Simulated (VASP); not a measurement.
# Ge: single point with PBEsol

The system is Ge.

```
Ge
1.0
    -2.52874    2.68575    1.45586
     2.52874   -2.68575    1.45586
     2.52874    2.68575   -1.45586
Ge
2
Cartesian
  2.5287 -1.3429 1.2693
  0.0000 4.0286 0.1865
```

| Item | Value |
| --- | --- |
| Program | VASP 6.6.1 |
| Task | single point |
| Functional | PBEsol |
| Potentials or basis | VASP PAW PBE potentials, release 64 (Ge_d) |
| Cutoff | 520 eV |
| k mesh | 11 × 11 × 11 |
| Occupations | fermi-dirac, width 0.05 eV |
| Spin | no spin polarisation |
| Dipole correction | no |
| Further INCAR settings | ALGO = Normal; EDIFF = 1e-07; NBANDS = 21 |

- Pressure: -4.9 GPa
- Largest force: 0.062 eV/Å
- Band gap on the k mesh: zero (band 14 reaches 7.92 eV, above the bottom of band 15 at 3.00 eV)

Forces in eV/Å, atoms in the order of the input:
```
Ge   0.000  0.000 -0.062
Ge   0.000  0.000  0.062
```

Stress tensor (GPa, compression positive):
```
-3.94  0.00  0.00
 0.00 -5.67  0.00
 0.00  0.00 -5.24
```

Levels at points of the mesh, in eV from the Fermi level:
| k point | band 11 | band 12 | band 13 | band 14 | band 15 | band 16 | band 17 | band 18 |
| --- | --- | --- | --- | --- | --- | --- | --- | --- |
| (0.00, 0.00, 0.00) | -12.79 | -3.97 | -2.24 | -1.81 | 3.50 | 6.71 | 6.89 | 7.58 |

Wall time 65 s on 1 thread of Intel(R) Xeon(R) 6975P-C (Granite Rapids), with other jobs on the host, peak memory 0.27 GiB.

Caveat: the PAW data sets were made with another functional, which shifts forces and pressure a little.
